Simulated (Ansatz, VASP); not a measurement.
**One calculation of Mg, two programs**

INCAR

```
PREC = Accurate ; ENCUT = 520
EDIFF = 1E-6 ; ISMEAR = -1
SIGMA = 0.05 ; LREAL = F
LASPH = T ; NELM = 60
ALGO = Normal ; ISIF = 2
LWAVE = F ; LCHARG = F
GGA = PE ; NBANDS = 9
```

File KPOINTS:

```
regular mesh
0
Gamma
  10 10 5
```

Contents of POSCAR:

```
Mg
1.0
    3.2484984700      0.0000000000      0.0000000000
   -1.6242492400      2.8132822000      0.0000000000
    0.0000000000      0.0000000000      5.2772000000
Mg
2
Direct
    0.3333333300      0.6666666700      0.2500000000
    0.6666666700      0.3333333300      0.7500000000
```

Input for Ansatz:

```yaml
crystal:
  lattice:
    - [3.24849847, 0.0, 0.0]
    - [-1.62424924, 2.8132822, 0.0]
    - [0.0, 0.0, 5.2772]
  atoms:
    - { symbol: Mg, position: [0.33333333, 0.66666667, 0.25] }
    - { symbol: Mg, position: [0.66666667, 0.33333333, 0.75] }
hamiltonian:
  xc: pbe
  pseudopotentials: { kind: paw }
basis:
  ecutwfc: 420
kpoints:
  mp_grid: { grid: [10, 10, 5] }
scf:
  occupations: { method: fermi_dirac, width: 0.05 }
  lower_state_search: "off"
  algorithm: density_mixing
  max_iter: 80
  mixing: { algorithm: broyden, ndim: 16, beta: 0.7, preconditioner: none }
output:
  forces: true
  stress: true
```

Alike in both runs: task single point; functional PBE; k mesh 10 × 10 × 5; occupations fermi-dirac, width 0.05 eV; no spin polarisation.

|  | VASP | Ansatz |
| --- | --- | --- |
| version | VASP 6.6.1 | Ansatz 0.2.0 |
| potentials or method | VASP PAW PBE potentials, release 64 (Mg), cutoff 520 eV | PAW, plane waves, scalar-relativistic |
| valence electrons in the cell | 4 | 20 |

|  | VASP | Ansatz | Ansatz less VASP |
| --- | --- | --- | --- |
| pressure (GPa) | -1.7 | -1.5 | +0.12 |
| traceless stress, the component that is largest in VASP (GPa) | 0.82 | 0.82 | -0.001 |

The functional is the same, so the differences come from potentials, cutoffs and numerics. VASP's potentials hold 4 valence electrons a cell and Ansatz's 20, so a difference there can come from the potentials and not from the codes.
